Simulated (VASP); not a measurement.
# HPbNO4 (P1) in VASP: settings compared, part 2 of 2

VASP 6.6.1. Earlier steps stand in the parts before.

## 3. Single point, PBEsol

INCAR reads:

```
PREC = Accurate
ENCUT = 520
EDIFF = 1E-6
ISMEAR = -1
SIGMA = 0.05
LREAL = F
LASPH = T
NELM = 80
ALGO = Normal
ISIF = 2
LWAVE = F
LCHARG = F
GGA = PS
NBANDS = 31
```

KPOINTS reads:

```
regular mesh
0
Gamma
  5 4 4
```

POSCAR reads:

```
HPbNO4
1.0
    3.8570700000      0.0017800000     -0.0365800000
    0.1735300000      4.3343600000     -0.0164700000
    0.7580300000      0.8387300000      5.8766200000
H Pb N O
1 1 1 4
Direct
    0.6151100000      0.8955900000      0.1984400000
    0.6459700000      0.4465100000      0.9168500000
    0.7147400000      0.2381000000      0.5005800000
    0.1695800000      0.4700700000      0.7776800000
    0.6291900000      0.9704500000      0.4984500000
    0.5642400000      0.9258300000      0.0384900000
    0.7802200000      0.4225000000      0.3195100000
```

Potentials or basis: VASP PAW PBE potentials, release 64 (H, Pb_d, N, O).

Launch:

```
$ cat potpaw_PBE.64/H/POTCAR potpaw_PBE.64/Pb_d/POTCAR potpaw_PBE.64/N/POTCAR potpaw_PBE.64/O/POTCAR > POTCAR
$ mpirun -np 1 vasp_std > vasp.out
```

Wall time 2.2 min (1 thread of Intel Xeon Platinum 8259CL at 2.50GHz (Skylake/Cascade Lake), shared host); peak memory 0.28 GiB.

Results (log left out):

```yaml
Free_energy: -40.4853 eV
Pressure: -2.4 GPa
Largest_force: 0.360 eV/Å
Band_gap_on_the_k_mesh: 0.27 eV (least direct gap 0.48 eV)
```

Forces on the atoms (eV/Å):
```
H    0.116 -0.004  0.331
Pb  -0.002 -0.014 -0.051
N    0.039  0.221  0.032
O    0.014 -0.017  0.138
O   -0.077 -0.283  0.020
O   -0.041 -0.011 -0.358
O   -0.049  0.107 -0.113
```

Stress tensor (GPa, compression positive):
```
-2.50  0.12 -0.13
 0.12 -2.45 -0.32
-0.13 -0.32 -2.32
```

Levels at points of the mesh, in eV from the valence-band top:
```csv
k point,band 19,band 20,band 21,band 22,band 23,band 24,band 25,band 26
"(0.00, 0.00, 0.00)",-1.56,-1.09,-0.93,-0.60,1.23,2.91,5.15,7.02
"(0.00, 0.50, 0.00)",-1.31,-1.12,-0.83,-0.42,1.56,2.95,5.63,6.11
"(0.00, 0.00, 0.50)",-1.75,-1.12,-0.92,-0.21,0.27,3.00,5.62,7.96
"(0.00, 0.50, 0.50)",-1.24,-1.12,-1.03,-0.79,1.35,2.99,6.12,6.42
```

Caveat: the standard files for N, O and F lose accuracy on very short bonds; the PAW data sets were made with another functional, which shifts forces and pressure a little; spin-orbit coupling is left out, which moves the levels of the heavy elements; an odd mesh through Γ misses points on the zone boundary, where band edges can lie.

## 4. Single point, r2SCAN+D4

This run uses another cell than the first one, of 12.09 Å³/atom.

POSCAR reads:

```
HPbNO4
1.0
    3.7380248062      0.2164518793      0.0311543550
    0.4098980747      4.1025594144      0.0541668293
    0.8815707096      0.9248741824      5.5703739369
H Pb N O
1 1 1 4
Direct
    0.5679289330      0.8935484436      0.2156291579
    0.6461958067      0.4491612079      0.9067613318
    0.7582288848      0.2063686566      0.5022620499
    0.1641726766      0.5456810667      0.7654377592
    0.6258391448      0.9521806736      0.5065117898
    0.5119217635      0.9366795122      0.0500244227
    0.8447627904      0.3854304395      0.3033734888
```

INCAR.step1 reads:

```
  ALGO = Normal
  EDIFF = 1E-4
  ENCUT = 520
  GGA = PE
  ISMEAR = -1
  LASPH = T
  LCHARG = F
  LREAL = F
  LWAVE = T
  NBANDS = 31
  NELM = 60
  PREC = Accurate
  SIGMA = 0.05
```

INCAR.step2 reads:

```
  ALGO = Normal
  EDIFF = 1E-6
  ENCUT = 520
  ISIF = 2
  ISMEAR = -1
  ISTART = 1
  IVDW = 13
  LASPH = T
  LCHARG = F
  LMIXTAU = T
  LREAL = F
  LWAVE = F
  METAGGA = R2SCAN
  NBANDS = 31
  NELM = 60
  PREC = Accurate
  SIGMA = 0.05
  VDW_A1 = 0.51559235
  VDW_A2 = 5.77342911
  VDW_S6 = 1.0
  VDW_S8 = 0.6018749
```

KPOINTS reads:

```
k-points
0
Gamma
  5 5 4
```

Potentials or basis: VASP PAW PBE potentials, release 64 (H, Pb_d, N, O).

Launch:

```
$ cat potpaw_PBE.64/H/POTCAR potpaw_PBE.64/Pb_d/POTCAR potpaw_PBE.64/N/POTCAR potpaw_PBE.64/O/POTCAR > POTCAR
$ cp INCAR.step1 INCAR
$ mpirun -np 1 vasp_std > vasp.out
$ cp INCAR.step2 INCAR
$ mpirun -np 1 vasp_std > vasp.out
```

OUTCAR:

```text
EDIFF = 1E-6
   ENCUT = 520
   ISIF = 2
   ISMEAR = -1
   ISTART = 1
   IVDW = 13
   LASPH = T
   LREAL = F
   METAGGA = R2SCAN
   NELM = 60
   PREC = Accurate

 ion  position               nearest neighbor table
   1  0.568  0.894  0.216-   6 0.98
   2  0.646  0.449  0.907-   4 2.04   4 2.05   6 2.22   6 2.26   7 2.46   3 2.63   5 2.78
   3  0.758  0.206  0.502-   5 1.22   7 1.25   2 2.63
   4  0.164  0.546  0.765-   2 2.04   2 2.05
   5  0.626  0.952  0.507-   3 1.22   2 2.78
   6  0.512  0.937  0.050-   1 0.98   2 2.22   2 2.26
   7  0.845  0.385  0.303-   3 1.25   2 2.46

[... 1032 lines left out ...]
  Total       0.41601     0.93996     0.62759     0.51513    -0.33475    -0.09076
  in kB       7.87368    17.79015    11.87804     9.74970    -6.33558    -1.71785
  external pressure =       12.51 kB  Pullay stress =        0.00 kB

 VOLUME and BASIS-vectors are now :
 -----------------------------------------------------------------------------
  energy-cutoff  :      520.00
  volume of cell :       84.65
      direct lattice vectors                 reciprocal lattice vectors
     3.738024806  0.216451879  0.031154355     0.269368912 -0.026408428 -0.038245775
     0.409898075  4.102559414  0.054166829    -0.013902804  0.245648803 -0.038585907
     0.881570710  0.924874182  5.570373937    -0.001371352 -0.002241013  0.180110278

 POSITION                                       TOTAL-FORCE (eV/Angst)
 -----------------------------------------------------------------------------------
      2.67929      3.98819      1.26723         0.046138     -0.000899      0.157185
      3.39898      2.82122      5.09546         0.003723     -0.007844      0.005979
      3.36165      1.47529      2.83259         0.278781      0.415716      0.462243
      1.51214      2.98216      4.29845        -0.004637      0.019579     -0.063488
      3.17623      4.51030      2.89253        -0.392685     -0.708283      0.004550
      2.34162      3.99986      0.34534        -0.043334      0.000418     -0.079361
      3.58318      2.04468      1.73710         0.112012      0.281313     -0.487109
 -----------------------------------------------------------------------------------
    total drift:                                0.000194     -0.000268      0.000415

  FREE ENERGIE OF THE ION-ELECTRON SYSTEM (eV)
  ---------------------------------------------------
  free  energy   TOTEN  =       -96.8371581157 eV

  energy  without entropy=      -96.8371425597  energy(sigma->0) =      -96.83715034
```

It took 6.7 min on 1 thread of Intel Xeon Platinum 8259CL at 2.50GHz (Skylake/Cascade Lake), shared host; peak memory 0.29 GiB.

Results:

```yaml
Free_energy: -96.8372 eV
Pressure: 1.3 GPa
Largest_force: 0.810 eV/Å
Band_gap_on_the_k_mesh: 0.82 eV
Dispersion_energy_per_atom: -0.056 eV
```

Forces in eV/Å, atoms in the order of the input:
```
H    0.046 -0.001  0.157
Pb   0.004 -0.008  0.006
N    0.279  0.416  0.462
O   -0.005  0.020 -0.063
O   -0.393 -0.708  0.005
O   -0.043  0.000 -0.079
O    0.112  0.281 -0.487
```

Stress tensor (GPa, compression positive):
```
 0.79  0.97 -0.17
 0.97  1.78 -0.63
-0.17 -0.63  1.19
```

Levels at points of the mesh, in eV from the valence-band top:
```
           k point  band 20  band 21  band 22  band 23  band 24  band 25
(0.00, 0.00, 0.00)    -1.30    -0.95    -0.28     1.58     3.20     6.63
(0.00, 0.00, 0.50)    -1.29    -1.13     0.00     0.82     3.34     6.96
```

Caveat: the standard files for N, O and F lose accuracy on very short bonds; the PAW data sets were made with another functional, which shifts forces and pressure a little; spin-orbit coupling is left out, which moves the levels of the heavy elements; an odd mesh through Γ misses points on the zone boundary, where band edges can lie.

## 5. Overview

| task | level | cell | k mesh | gap on the mesh (eV) | pressure (GPa) | largest force (eV/Å) |
| --- | --- | --- | --- | --- | --- | --- |
| molecular dynamics | PBE | a = 3.857, b = 4.338, c = 5.984 Å, angles 81.9, 83.3, 87.7°, 7 atoms, atomic positions A | 3 × 3 × 2 | - | - | - |
| single point | PBEsol | a = 3.857, b = 4.338, c = 5.984 Å, angles 81.9, 83.3, 87.7°, 7 atoms, atomic positions A | 5 × 4 × 4 | 0.27 | -2.4 | 0.36 |
| single point | r2SCAN+D4 | a = 3.744, b = 4.123, c = 5.715 Å, angles 79.1, 80.1, 81.0°, 7 atoms, atomic positions B | 5 × 5 × 4 | 0.82 | 1.3 | 0.81 |

Alike in all rows: potentials or basis VASP PAW PBE potentials, release 64 (H, Pb_d, N, O); no spin polarisation; cutoff (eV) 520; smearing fermi-dirac 0.05 eV.

Caveats: some runs use coarse meshes; the standard files for N, O and F lose accuracy on very short bonds; spin-orbit coupling is left out, which moves the levels of the heavy elements; the PAW data sets were made with another functional, which shifts forces and pressure a little (at least some runs); an odd mesh through Γ misses points on the zone boundary, where band edges can lie (at least some runs).

Total energies depend on the potentials used, so only differences within one code and one set of settings carry meaning.
